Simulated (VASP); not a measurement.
# Te2Mo (P2_1/m) in VASP: notebook, part 3 of 3

VASP 6.6.1. The steps go on from the part before.

### Step 5. Single point, PBE+D3(BJ)

This run uses another cell than the first one, of 23.78 Å³/atom.

The input, INCAR:

```
SYSTEM = Te2Mo
PREC = Accurate
ENCUT = 520
EDIFF = 1E-6
ISMEAR = -1
SIGMA = 0.05
LREAL = .FALSE.
LASPH = .TRUE.
NELM = 80
ALGO = Normal
ISIF = 2
LWAVE = .FALSE.
LCHARG = .TRUE.
GGA = PE
IVDW = 12
LELF = .TRUE.
LVHAR = .TRUE.
NBANDS = 64
```

The input, KPOINTS:

```
regular mesh
0
G
  4 8 2
  0 0 0
```

The input, POSCAR:

```
Te2Mo
1.0
    6.2007800682      0.0000000000      0.0000000000
    0.0000000000      3.3981842111      0.0000000000
   -0.9274669445      0.0000000000     13.5453481849
Te Mo
8 4
Direct
    0.9437000000      0.7500000000      0.6045000000
    0.0563000000      0.2500000000      0.3955000000
    0.9030000000      0.2500000000      0.8514000000
    0.0970000000      0.7500000000      0.1486000000
    0.4112000000      0.7500000000      0.8955000000
    0.5888000000      0.2500000000      0.1045000000
    0.4432000000      0.2500000000      0.6484000000
    0.5568000000      0.7500000000      0.3516000000
    0.8167000000      0.7500000000      0.9926000000
    0.1833000000      0.2500000000      0.0074000000
    0.6819000000      0.2500000000      0.4934000000
    0.3181000000      0.7500000000      0.5066000000
```

Potentials or basis: VASP PAW PBE potentials, release 64 (Te, Mo_sv).

Run with:

```sh
$ cat potpaw_PBE.64/Te/POTCAR potpaw_PBE.64/Mo_sv/POTCAR > POTCAR
$ mpirun -np 1 vasp_std > vasp.out
```

OUTCAR:

```text
SYSTEM = Te2Mo
   PREC = Accurate
   ENCUT = 520
   EDIFF = 1E-6
   ISMEAR = -1
   LREAL = .FALSE.
   LASPH = .TRUE.
   NELM = 80
   ISIF = 2
   GGA = PE
   IVDW = 12
 IVDW          = 12

 ion  position               nearest neighbor table
   1  0.944  0.750  0.605-  11 2.73  11 2.73  12 2.75   2 3.42   2 3.42   7 3.55   7 3.55   7 3.62
                             7 3.62
   2  0.056  0.250  0.395-  12 2.73  12 2.73  11 2.75   1 3.42   1 3.42   8 3.55   8 3.55   8 3.62
                             8 3.62
   3  0.903  0.250  0.851-   9 2.64   9 2.64  10 2.65   5 3.58   5 3.58   5 3.59   5 3.59
   4  0.097  0.750  0.149-  10 2.64  10 2.64   9 2.65   6 3.58   6 3.58   6 3.59   6 3.59
   5  0.411  0.750  0.895-  10 2.74  10 2.74   9 2.76   6 3.42   6 3.42   3 3.58   3 3.58   3 3.59
                             3 3.59
   6  0.589  0.250  0.105-   9 2.74   9 2.74  10 2.76   5 3.42   5 3.42   4 3.58   4 3.58   4 3.59
                             4 3.59
   7  0.443  0.250  0.648-  12 2.64  12 2.64  11 2.65   1 3.55   1 3.55   1 3.62   1 3.62
   8  0.557  0.750  0.352-  11 2.64  11 2.64  12 2.65   2 3.55   2 3.55   2 3.62   2 3.62
   9  0.817  0.750  0.993-   3 2.64   3 2.64   4 2.65   6 2.74   6 2.74   5 2.76  10 2.83  10 2.83

  10  0.183  0.250  0.007-   4 2.64   4 2.64   3 2.65   5 2.74   5 2.74   6 2.76   9 2.83   9 2.83

  11  0.682  0.250  0.493-   8 2.64   8 2.64   7 2.65   1 2.73   1 2.73   2 2.75  12 2.84  12 2.84

  12  0.318  0.750  0.507-   7 2.64   7 2.64   8 2.65   2 2.73   2 2.73   1 2.75  11 2.84  11 2.84

  LATTYP: Found a simple monoclinic cell.
 ALAT       =     6.2007800682
 B/A-ratio  =     0.5480252765
 C/A-ratio  =     2.1895734597
 COS(beta)  =    -0.0683113065

  Lattice vectors:

 A1 = (   6.2007800682,   0.0000000000,   0.0000000000)
 A2 = (   0.0000000000,   3.3981842111,   0.0000000000)
 A3 = (  -0.9274669445,   0.0000000000,  13.5453481849)

Analysis of symmetry for initial positions (statically):
=====================================================================
 Subroutine PRICEL returns:
 Original cell was already a primitive cell.

[... 174 lines left out ...]
 non-spin polarized calculation
  energy-cutoff  :      520.00
  volume of cell :      285.42
 maximum number of plane-waves:      7713
 NGX is ok and might be reduce to    48
   NGX = 23   NGY = 13   NGZ = 51

 number of electron     104.0000001 magnetization

 Free energy of the ion-electron system (eV)
  ---------------------------------------------------
  ext. energy  EPLUGINS =         0.00000000
  ---------------------------------------------------
  free energy    TOTEN  =       -71.11748045 eV

  energy without entropy =      -71.08375098  energy(sigma->0) =      -71.10061572

 E-fermi :   9.1036     XC(G=0): -10.6589

 val. band max:        9.1014230139   @ k =   0.0000   0.0000   0.5000
 cond. band min:       9.1046735708   @ k =   0.0000   0.0000   0.5000
 fundamental gap:      0.0032505569
 Fermi energy:         9.1036264032

 k-point     1 :       0.0000    0.0000    0.0000
  band No.  band energies     occupation
      1     -51.9295      2.00000
      2     -51.9041      2.00000
      3     -51.8553      2.00000
      4     -51.8282      2.00000
      5     -26.2457      2.00000
      6     -26.2238      2.00000
[... 1597 lines left out ...]
     63      11.5363      0.00000
     64      11.6910      0.00000

 [... further k-points ...]

------------------------ aborting loop because EDIFF is reached ----------------------------------------

 Edisp (eV)   -6.75685

 E8    (eV) :    -3.1140

  FORCE on cell =-STRESS in cart. coord.  units (eV):
  Direction    XX          YY          ZZ          XY          YZ          ZX
  --------------------------------------------------------------------------------------
  -------------------------------------------------------------------------------------
  Total      11.82953     9.99956    10.88594     0.00000     0.00000     0.13036
  in kB      66.40408    56.13169    61.10731     0.00000     0.00000     0.73178
  external pressure =       61.21 kB  Pullay stress =        0.00 kB

 VOLUME and BASIS-vectors are now :
 -----------------------------------------------------------------------------
  energy-cutoff  :      520.00
  volume of cell :      285.42
      direct lattice vectors                 reciprocal lattice vectors
     6.200780068  0.000000000  0.000000000     0.161270032  0.000000000  0.011042361
     0.000000000  3.398184211  0.000000000     0.000000000  0.294274806  0.000000000
    -0.927466945  0.000000000 13.545348185     0.000000000  0.000000000  0.073826083

 POSITION                                       TOTAL-FORCE (eV/Angst)
 -----------------------------------------------------------------------------------
      5.29102      2.54864      8.18816         0.156154      0.000000      0.658898
     -0.01771      0.84955      5.35719        -0.156154      0.000000     -0.658898
      4.80966      0.84955     11.53251        -0.004172      0.000000     -1.193628
      0.46365      2.54864      2.01284         0.004172      0.000000      1.193628
      1.71921      2.54864     12.12986         0.122271     -0.000000     -0.602881
      3.55410      0.84955      1.41549        -0.122271      0.000000      0.602881
      2.14682      0.84955      8.78280        -0.039496      0.000000      1.144610
      3.12650      2.54864      4.76254         0.039496      0.000000     -1.144610
      4.14357      2.54864     13.44511        -0.183316      0.000000      0.108419
      1.12974      0.84955      0.10024         0.183316      0.000000     -0.108419
      3.77070      0.84955      6.68327         0.053066      0.000000      0.153528
      1.50261      2.54864      6.86207        -0.053066      0.000000     -0.153528
 -----------------------------------------------------------------------------------
    total drift:                               -0.000000      0.000000      0.000000

  FREE ENERGIE OF THE ION-ELECTRON SYSTEM (eV)
  ---------------------------------------------------
  free  energy   TOTEN  =       -77.8743270897 eV

  energy  without entropy=      -77.8405976222  energy(sigma->0) =      -77.85746236
```

OSZICAR:

```text
N       E                     dE             d eps       ncg     rms          rms(c)
DAV:   1     0.888239437278E+03    0.88824E+03   -0.53533E+04  4352   0.147E+03
DAV:   2    -0.154413702904E+02   -0.90368E+03   -0.87913E+03  4680   0.354E+02
DAV:   3    -0.714166146466E+02   -0.55975E+02   -0.54411E+02  4616   0.763E+01
[... 12 lines left out ...]
DAV:  16    -0.711174978888E+02    0.59951E-05   -0.99473E-06  4232   0.112E-02    0.137E-01
DAV:  17    -0.711174894982E+02    0.83906E-05   -0.58997E-06  3848   0.895E-03    0.102E-01
DAV:  18    -0.711174821865E+02    0.73117E-05   -0.10064E-05  4344   0.111E-02    0.328E-02
DAV:  19    -0.711174811126E+02    0.10739E-05   -0.14149E-06  2368   0.461E-03    0.177E-02
DAV:  20    -0.711174804503E+02    0.66227E-06   -0.12868E-06  2480   0.347E-03
   1 F= -.77874327E+02 E0= -.77857462E+02  d E =-.337295E-01
```

Run time: 8.8 min. Hardware: 1 thread of AMD EPYC 9R45 (Zen 5), shared host; peak memory 0.62 GiB.

What came out:

```
Free energy                : -77.8743 eV
Pressure                   : 6.1 GPa
Largest force              : 1.194 eV/Å
Band gap on the k mesh     : zero (bands 52 and 53 overlap by 0.30 eV)
Dispersion energy per atom : -0.563 eV
```

Forces in eV/Å, atoms in the order of the input:
```
Te   0.156  0.000  0.659
Te  -0.156  0.000 -0.659
Te  -0.004  0.000 -1.194
Te   0.004  0.000  1.194
Te   0.122  0.000 -0.603
Te  -0.122  0.000  0.603
Te  -0.039  0.000  1.145
Te   0.039  0.000 -1.145
Mo  -0.183  0.000  0.108
Mo   0.183  0.000 -0.108
Mo   0.053  0.000  0.154
Mo  -0.053  0.000 -0.154
```

Levels at points of the mesh, in eV from the Fermi level:
```tsv
k point	band 48	band 49	band 50	band 51	band 52	band 53	band 54	band 55	band 56	band 57
(0.00, 0.00, 0.00)	-0.52	-0.47	-0.12	0.11	0.16	0.43	0.72	1.00	1.09	1.11
(0.50, 0.00, 0.00)	-0.99	-0.97	-0.89	-0.65	-0.55	-0.15	-0.07	1.01	1.03	1.53
(0.00, 0.50, 0.00)	-1.89	-1.63	-1.63	-1.54	-1.54	1.03	1.03	1.24	1.24	1.33
(0.50, 0.50, 0.00)	-1.93	-1.16	-1.16	-1.06	-1.06	1.07	1.07	1.16	1.16	1.84
(0.00, 0.00, 0.50)	-0.70	-0.04	0.00	0.00	0.01	0.44	0.58	1.01	1.08	1.55
(0.50, 0.00, 0.50)	-0.98	-0.97	-0.89	-0.68	-0.40	-0.09	-0.03	0.97	1.07	1.41
(0.00, 0.50, 0.50)	-1.86	-1.69	-1.69	-1.57	-1.57	1.00	1.00	1.24	1.24	1.36
(0.50, 0.50, 0.50)	-1.93	-1.15	-1.15	-1.05	-1.05	1.09	1.09	1.12	1.12	1.73
```

Caveat: the cell stands under pressure; spin-orbit coupling is left out, which moves the levels of the heavy elements; forces of over 1 eV/Å act on the atoms, so gaps and moduli don't describe the material at rest.

### Step 6. Overview

| level | potentials or basis | cell | k mesh | gap on the mesh (eV) | pressure (GPa) | largest force (eV/Å) |
| --- | --- | --- | --- | --- | --- | --- |
| LDA | VASP PAW LDA potentials, release 64 (Te, Mo_sv) | a = 6.330, b = 3.469, c = 13.860 Å, angles 90.0, 93.9, 90.0°, 12 atoms | 3 × 6 × 2 | none | -3.1 | 0.35 |
| PBE | VASP PAW PBE potentials, release 64 (Te, Mo_sv) | a = 6.330, b = 3.469, c = 13.860 Å, angles 90.0, 93.9, 90.0°, 12 atoms | 3 × 6 × 2 | none | 2.6 | 0.20 |
| PBEsol | VASP PAW PBE potentials, release 64 (Te, Mo_sv) | a = 6.330, b = 3.469, c = 13.860 Å, angles 90.0, 93.9, 90.0°, 12 atoms | 3 × 6 × 2 | none | -1.3 | 0.25 |
| PBE+D3(BJ) | VASP PAW PBE potentials, release 64 (Te, Mo_sv) | a = 6.201, b = 3.398, c = 13.577 Å, angles 90.0, 93.9, 90.0°, 12 atoms | 4 × 8 × 2 | none | 6.1 | 1.19 |

Alike in all rows: task single point; no spin polarisation; cutoff (eV) 520; smearing fermi-dirac 0.05 eV.

Caveats: spin-orbit coupling is left out, which moves the levels of the heavy elements; the cell stands under tension (at least some runs); the PAW data sets were made with another functional, which shifts forces and pressure a little (at least some runs); the cell stands under pressure (at least some runs); forces of over 1 eV/Å act on the atoms, so gaps and moduli don't describe the material at rest (at least some runs).

Total energies depend on the potentials used, so only differences within one code and one set of settings carry meaning.

The gap in the log of VASP goes by the Fermi energy; the results here count the filled bands.